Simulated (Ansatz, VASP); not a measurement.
# Two plane-wave programs on Fe

```
Fe
1.0
    -1.36502    1.36502    1.36502
     1.36502   -1.36502    1.36502
     1.36502    1.36502   -1.36502
Fe
1
Direct
  0.00000 0.00000 0.00000
```

Alike in both runs: task single point; functional r2SCAN; k mesh 16 × 16 × 16; occupations fermi-dirac, width 0.6 eV; no spin polarisation.

|  | VASP | Ansatz |
| --- | --- | --- |
| version | VASP 6.6.1 | Ansatz 0.2.0 |
| potentials or method | VASP PAW PBE potentials, release 64 (Fe), cutoff 660 eV | plane waves (500 eV) with PAW, scalar-relativistic |
| valence electrons in the cell | 8 | 16 |

|  | VASP | Ansatz | Ansatz less VASP |
| --- | --- | --- | --- |
| pressure (GPa) | 16.7 | 16.0 | -0.72 |

VASP's potentials were made for PBE, not for r2SCAN. VASP's potentials hold 8 valence electrons a cell and Ansatz's 16, so a difference there can come from the potentials and not from the codes.
